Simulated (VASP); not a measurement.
# Sn3PbSe4 (I4/mmm) in VASP: relaxation of cell and atoms with PBE

Aim: the relaxation of cell and atoms of Sn3PbSe4 with PBE.

All numbers are computed with VASP 6.6.1; they aren't measurements. Logs are shortened: lines on timing, memory, paths and dates and some standing lists are left out, and cuts for length are marked.

**1. The cell of the first run**

Symmetry: I4/mmm, No. 139, tetragonal system. Conventional cell: a = 6.104 Å, b = 6.104 Å, c = 12.209 Å, α = 90.00°, β = 90.00°, γ = 90.00°. Sn (site symmetry -4m2) has 6 Se at 3.05 Å within 4.0 Å. Within 4.0 Å of Sn (site symmetry 4/mmm) lie 6 Se at 3.01 to 3.05 Å. Pb (site symmetry 4/mmm) has 6 Se at 3.05 to 3.10 Å within 4.0 Å. Se (site symmetry 4mm) has 5 Sn at 3.01 to 3.05 Å and 1 Pb at 3.10 Å within 4.0 Å. Within 4.0 Å of Se (site symmetry mmm) lie 4 Sn at 3.05 Å and 2 Pb at 3.05 Å.

**2. Relaxation of cell and atoms, PBE**

Contents of INCAR:

```
PREC     = Accurate       # precision mode
ENCUT    = 500            # plane-wave cutoff, eV
EDIFF    = 1E-7           # SCF threshold, eV
ISMEAR   = 0              # smearing method
SIGMA    = 0.01           # smearing width, eV
LREAL    = False          # projectors in reciprocal space
LASPH    = True           # aspherical terms in the spheres
NELM     = 120            # most SCF steps
ALGO     = Normal         # electronic algorithm
ISIF     = 3              # what is computed and relaxed
LWAVE    = False          # write WAVECAR
LCHARG   = False          # write CHGCAR
GGA      = PE             # functional
IBRION   = 2              # ionic algorithm
NSW      = 100            # ionic steps
EDIFFG   = -0.01          # ionic threshold
GGA_COMPAT= False        
NELMIN   = 4            
KPAR     = 4
```

Contents of KPOINTS:

```
Automatic mesh
0
Gamma
  8 8 8
```

Contents of POSCAR:

```
Sn3PbSe4
1.0
   -3.0520320000      3.0520320000      6.1044420000
    3.0520320000     -3.0520320000      6.1044420000
    3.0520320000      3.0520320000     -6.1044420000
Sn Pb Se
3 1 4
Direct
    0.7500000000      0.2500000000      0.5000000000
    0.5000000000      0.5000000000      0.0000000000
    0.2500000000      0.7500000000      0.5000000000
    0.0000000000      0.0000000000      0.0000000000
    0.7464020000      0.7464020000      0.0000000000
    0.5000000000      0.0000000000      0.5000000000
    0.2535980000      0.2535980000      0.0000000000
    0.0000000000      0.5000000000      0.5000000000
```

Potentials or basis: VASP PAW PBE potentials, release 64 (Sn_d, Pb_d, Se).

On the command line:

```console
> cat potpaw_PBE.64/Sn_d/POTCAR potpaw_PBE.64/Pb_d/POTCAR potpaw_PBE.64/Se/POTCAR > POTCAR
> mpirun -np 4 vasp_std > vasp.out
```

OUTCAR:

```text
PREC = Accurate
   ENCUT = 500
   EDIFF = 1E-7
   ISMEAR = 0
   LREAL = False
   LASPH = True
   NELM = 120
   ISIF = 3
   GGA = PE
   IBRION = 2
   NSW = 100
   EDIFFG = -0.01
   NELMIN = 4

 ion  position               nearest neighbor table
   1  0.750  0.250  0.500-   6 3.05   8 3.05   7 3.05   5 3.05   7 3.05   5 3.05
   2  0.500  0.500  0.000-   5 3.01   7 3.01   6 3.05   8 3.05   6 3.05   8 3.05
   3  0.250  0.750  0.500-   6 3.05   8 3.05   7 3.05   5 3.05   7 3.05   5 3.05
   4  0.000  0.000  0.000-   6 3.05   8 3.05   8 3.05   6 3.05   7 3.10   5 3.10
   5  0.746  0.746  0.000-   2 3.01   1 3.05   3 3.05   1 3.05   3 3.05   4 3.10
   6  0.500  0.000  0.500-   2 3.05   4 3.05   2 3.05   4 3.05   3 3.05   1 3.05
   7  0.254  0.254  0.000-   2 3.01   1 3.05   3 3.05   3 3.05   1 3.05   4 3.10
   8  0.000  0.500  0.500-   2 3.05   4 3.05   4 3.05   2 3.05   3 3.05   1 3.05

  LATTYP: Found a body centered tetragonal cell.
 ALAT       =     6.1040640000
 C/A-ratio  =     2.0001238519

  Lattice vectors:

 A1 = (  -3.0520320000,   3.0520320000,   6.1044420000)
 A2 = (   3.0520320000,  -3.0520320000,   6.1044420000)
 A3 = (   3.0520320000,   3.0520320000,  -6.1044420000)

Analysis of symmetry for initial positions (statically):
=====================================================================
 Subroutine PRICEL returns:
 Original cell was already a primitive cell.

 Routine SETGRP: Setting up the symmetry group for a
 body centered tetragonal supercell.

 Subroutine GETGRP returns: Found 16 space group operations
 (whereof 16 operations were pure point group operations)
 out of a pool of 16 trial point group operations.

The static configuration has the point symmetry D_4h.

Analysis of symmetry for dynamics (positions and initial velocities):
=====================================================================
 Subroutine PRICEL returns:
 Original cell was already a primitive cell.

 Routine SETGRP: Setting up the symmetry group for a
 body centered tetragonal supercell.

 Subroutine GETGRP returns: Found 16 space group operations
 (whereof 16 operations were pure point group operations)
 out of a pool of 16 trial point group operations.

The dynamic configuration has the point symmetry D_4h.

 Subroutine INISYM returns: Found 16 space group operations
 (whereof 16 operations are pure point group operations),
 and found     1 'primitive' translations

----------------------------------------------------------------------------------------

                                     Primitive cell

  volume of cell :     227.4491

  direct lattice vectors                    reciprocal lattice vectors
    -3.052032000  3.052032000  6.104442000     0.000000000  0.163825281  0.081907568
     3.052032000 -3.052032000  6.104442000     0.163825281  0.000000000  0.081907568
     3.052032000  3.052032000 -6.104442000     0.163825281  0.163825281  0.000000000

  length of vectors
     7.476229718  7.476229718  7.476229718     0.183159964  0.183159964  0.231683934

  position of ions in fractional coordinates (direct lattice)
     0.750000000  0.250000000  0.500000000
     0.500000000  0.500000000  0.000000000
     0.250000000  0.750000000  0.500000000
     0.000000000  0.000000000  0.000000000
     0.746402000  0.746402000  0.000000000
     0.500000000  0.000000000  0.500000000
     0.253598000  0.253598000  0.000000000
     0.000000000  0.500000000  0.500000000

  ion indices of the primitive-cell ions
   primitive index   ion index
                 1           1
                 2           2
                 3           3
                 4           4
                 5           5
                 6           6
                 7           7
                 8           8

----------------------------------------------------------------------------------------

 KPOINTS: Automatic mesh

Automatic generation of k-mesh.
 Grid dimensions read from file:
 generate k-points for:    8    8    8

 Generating k-lattice:

  Cartesian coordinates                     Fractional coordinates (reciprocal lattice)
     0.000000000  0.020478160  0.010238446     0.125000000 -0.000000000  0.000000000
     0.020478160  0.000000000  0.010238446    -0.000000000  0.125000000  0.000000000
     0.020478160  0.020478160  0.000000000     0.000000000  0.000000000  0.125000000

  Length of vectors
     0.022894996  0.022894996  0.028960492

  Shift w.r.t. Gamma in fractional coordinates (k-lattice)
     0.000000000  0.000000000  0.000000000

 Subroutine IBZKPT returns following result:
 ===========================================

 Found     59 irreducible k-points:

 Following reciprocal coordinates:
            Coordinates               Weight
  0.000000  0.000000  0.000000      1.000000
  0.125000  0.000000 -0.000000      8.000000
  0.250000  0.000000 -0.000000      8.000000
  0.375000  0.000000 -0.000000      8.000000
  0.500000  0.000000 -0.000000      4.000000
  0.125000  0.125000 -0.000000      8.000000
[... 16 lines left out ...]
  0.250000  0.125000  0.125000     16.000000
  0.375000  0.125000  0.125000      8.000000
 [... further k-points ...]
   k-points           NKPTS =     59   k-points in BZ     NKDIM =     59   number of bands    NBANDS=     48
   number of dos      NEDOS =    301   number of ions     NIONS =      8
   total plane-waves  NPLWV = 175616
   dimension x,y,z NGX =    56 NGY =   56 NGZ =   56
   dimension x,y,z NGXF=   112 NGYF=  112 NGZF=  112
   ions per type =               3   1   4
   NGX,Y,Z   is equivalent  to a cutoff of  12.45, 12.45, 12.45 a.u.
   NGXF,Y,Z  is equivalent  to a cutoff of  24.90, 24.90, 24.90 a.u.
 SYSTEM =  unknown system
   PREC   = accura    normal or accurate (medium, high low for compatibility)
   ISTART =      0    job   : 0-new  1-cont  2-samecut
   ICHARG =      2    charge: 1-file 2-atom 10-const
   ISPIN  =      1    spin polarized calculation?
   LNONCOLLINEAR =      F non collinear calculations
   LSORBIT =      F    spin-orbit coupling
   LASPH  =      T    aspherical Exc in radial PAW
   ENCUT  =  500.0 eV  36.75 Ry    6.06 a.u.  13.63 13.63 13.63*2*pi/ulx,y,z
   NELM   =    120;   NELMIN=  4; NELMDL= -5     # of ELM steps
   EDIFF  = 0.1E-06   stopping-criterion for ELM
   LREAL  =      F    real-space projection
   EDIFFG = -.1E-01   stopping-criterion for IOM
   NSW    =    100    number of steps for IOM
   IBRION =      2    ionic relax: 0-MD 1-quasi-New 2-CG
   NFREE  =      1    steps in history (QN), initial steepest desc. (CG)
   ISIF   =      3    stress and relaxation
   ISYM   =      2    0-nonsym 1-usesym 2-fastsym
   POTIM  = 0.5000    time-step for ionic-motion
   TEBEG  =    0.0;   TEEND  =   0.0 temperature during run
   PSTRESS=    0.0 pullay stress
   NELECT =      80.0000    total number of electrons
   NUPDOWN=      -1.0000    fix difference up-down
   EMIN   =  10.00;   EMAX   =-10.00  energy-range for DOS
   EFERMI =   0.00;   METHOD = LEGACY
   ISMEAR =     0;   SIGMA  =   0.01  broadening in eV -4-tet -1-fermi 0-gaus
   EFERMI_NEDOS =   21; number of points for ismear=-14 and -15
   IALGO  =     38    algorithm
   IMIX   =      4    mixing-type and parameters
     AMIX     =   0.40;   BMIX     =  1.00
     AMIX_MAG =   1.60;   BMIX_MAG =  1.00
  volume/ion in A,a.u.               =      28.43       191.86
  Fermi-wavevector in a.u.,A,eV,Ry     =   1.155607  2.183780 18.169591  1.335427
  Thomas-Fermi vector in A             =   2.292234
   LORBIT       =      0    0 simple, 1 ext, 2 COOP (PROOUT), +10 PAW based schemes
   GGA     = PE    functional components
   LHFCALC =     F    Hartree Fock is set to
   AEXX    =    0.0000 exact exchange contribution
   IVDW    =     0    specifies the selected vdW correction
   LEPSILON=     F    determine dielectric tensor
   LRPA    =     F    only Hartree local field effects (RPA)
 conjugate gradient relaxation of ions
 non-spin polarized calculation
 Gauss-broadening in eV      SIGMA  =   0.01
  energy-cutoff  :      500.00
  volume of cell :      227.45
 maximum number of plane-waves:      5828
   NGX = 27   NGY = 27   NGZ = 27

 number of electron      80.0000010 magnetization

 Free energy of the ion-electron system (eV)
  ---------------------------------------------------
  ext. energy  EPLUGINS =         0.00000000
  ---------------------------------------------------
  free energy    TOTEN  =       -32.81308623 eV

  energy without entropy =      -32.81308623  energy(sigma->0) =      -32.81308623

 E-fermi :   5.3442     XC(G=0):  -9.4482

 val. band max:        5.2479605942   @ k =   0.5000   0.5000  -0.0000
 cond. band min:       5.3990162267   @ k =   0.5000   0.5000  -0.0000
 fundamental gap:      0.1510556325
 Fermi energy:         5.3441761093

 k-point     1 :       0.0000    0.0000    0.0000
  band No.  band energies     occupation
      1     -16.4468      2.00000
      2     -16.4436      2.00000
      3     -16.4385      2.00000
      4     -16.4306      2.00000
      5     -16.4306      2.00000
      6     -16.4296      2.00000
[... 40 lines left out ...]
     47       9.8853      0.00000
     48       9.9097      0.00000

 k-point     2 :       0.1250    0.0000   -0.0000
  band No.  band energies     occupation
      1     -16.4461      2.00000
      2     -16.4429      2.00000
      3     -16.4378      2.00000
      4     -16.4307      2.00000
      5     -16.4306      2.00000
      6     -16.4301      2.00000
[... 40 lines left out ...]
     47       9.5216      0.00000
     48       9.6718      0.00000

 k-point     3 :       0.2500    0.0000   -0.0000
  band No.  band energies     occupation
      1     -16.4440      2.00000
      2     -16.4410      2.00000
      3     -16.4360      2.00000
      4     -16.4316      2.00000
      5     -16.4307      2.00000
      6     -16.4305      2.00000
[... 1060 lines left out ...]
     47       7.9064      0.00000
     48       8.2535      0.00000

 k-point    24 :       0.3750    0.1250    0.1250
  band No.  band energies     occupation
      1     -16.4379      2.00000
      2     -16.4371      2.00000
      3     -16.4360      2.00000
      4     -16.4357      2.00000
      5     -16.4309      2.00000
      6     -16.4308      2.00000
[... 40 lines left out ...]
     47       8.0012      0.00000
     48       8.0057      0.00000

 [... further k-points ...]

------------------------ aborting loop because EDIFF is reached ----------------------------------------

  FORCE on cell =-STRESS in cart. coord.  units (eV):
  Direction    XX          YY          ZZ          XY          YZ          ZX
  --------------------------------------------------------------------------------------
  -------------------------------------------------------------------------------------
  Total       -0.0106796     -0.0106796     -0.0540556      0.0000000      0.0000000      0.0000000
  in kB       -0.0752284     -0.0752284     -0.3807735      0.0000000      0.0000000      0.0000000
  external PRESSURE =      -0.1770768 kB  Pullay stress =       0.0000000 kB

 VOLUME and BASIS-vectors are now :
 -----------------------------------------------------------------------------
  energy-cutoff  :      500.00
  volume of cell :      227.45
      direct lattice vectors                 reciprocal lattice vectors
    -3.052032000  3.052032000  6.104442000     0.000000000  0.163825281  0.081907568
     3.052032000 -3.052032000  6.104442000     0.163825281  0.000000000  0.081907568
     3.052032000  3.052032000 -6.104442000     0.163825281  0.163825281  0.000000000

 POSITION                                       TOTAL-FORCE (eV/Angst)
 -----------------------------------------------------------------------------------
      0.00000      3.05203      3.05222         0.000000      0.000000     -0.000000
      0.00000      0.00000      6.10444         0.000000      0.000000      0.000000
      3.05203      0.00000      3.05222         0.000000      0.000000     -0.000000
      0.00000      0.00000      0.00000         0.000000      0.000000     -0.000000
      0.00000      0.00000      9.11274        -0.000000     -0.000000      0.000381
      0.00000      3.05203      0.00000         0.000000      0.000000     -0.000000
      0.00000      0.00000      3.09615         0.000000      0.000000     -0.000381
      3.05203      0.00000      0.00000         0.000000      0.000000      0.000000
 -----------------------------------------------------------------------------------
    total drift:                               -0.000000     -0.000000      0.000000

  FREE ENERGIE OF THE ION-ELECTRON SYSTEM (eV)
  ---------------------------------------------------
  free  energy   TOTEN  =       -32.8130862272 eV

  energy  without entropy=      -32.8130862272  energy(sigma->0) =      -32.81308623

 reached required accuracy - stopping structural energy minimisation
```

It took 4.8 min on 4 MPI ranks of Intel Xeon Platinum 8259CL at 2.50GHz (Skylake/Cascade Lake), shared host; peak memory 0.8 GiB.

Results:

- Free energy: -32.8131 eV
- Pressure after relaxing: 0.0 GPa
- Band gap on the k mesh: 0.15 eV

Final structure:
```xyz
8
Lattice="-3.0520 3.0520 6.1044 3.0520 -3.0520 6.1044 3.0520 3.0520 -6.1044" Properties=species:S:1:pos:R:3 pbc="T T T"
Sn    0.0000    3.0520    3.0522
Sn    0.0000    0.0000    6.1044
Sn    3.0520    0.0000    3.0522
Pb    0.0000    0.0000    0.0000
Se    0.0000    0.0000    9.1127
Se    0.0000    3.0520    0.0000
Se    0.0000    0.0000    3.0961
Se    3.0520    0.0000    0.0000
```

Caveat: spin-orbit coupling is left out, which moves the levels of the heavy elements.
